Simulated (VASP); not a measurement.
Al, 2 atoms in the cell. It takes space group P6_3/mmc (No. 194, hexagonal). The conventional cell has a = 2.779 Å, b = 2.779 Å, c = 4.521 Å, α = 90.00°, β = 90.00°, γ = 120.00°. Al (site symmetry -6m2) has 12 Al at 2.77 to 2.78 Å within 3.7 Å. This isn't the form of Al at room conditions, which is fcc. This cell differs from its parent crystal: strain -0.025 along x and y, -0.025 along z.

```yaml
Program: VASP 6.6.1
Task: single point
Functional: PBEsol
Potentials_or_basis: VASP PAW PBE potentials, release 64 (Al)
Cutoff: 520 eV
k_mesh: 24 × 24 × 14
Occupations: gaussian, width 0.15 eV
Spin: no spin polarisation
Dipole_correction: no
Further_INCAR_settings: ALGO = Normal; EDIFF = 1e-07; NBANDS = 10
```

Potentials or basis: VASP PAW PBE potentials, release 64 (Al).

Run with:

```bash
$ cat potpaw_PBE.64/Al/POTCAR > POTCAR
$ mpirun -np 1 vasp_std > vasp.out
```

Hardware: 1 thread of Intel(R) Xeon(R) Platinum 8488C (Sapphire Rapids), with other jobs on the host.

Task: Estimate the wall time of this run.

Result: Wall time 62 s on 1 thread of Intel(R) Xeon(R) Platinum 8488C (Sapphire Rapids), on a shared host, peak memory 0.24 GiB. Counts: scf iterations 11, k points 488.
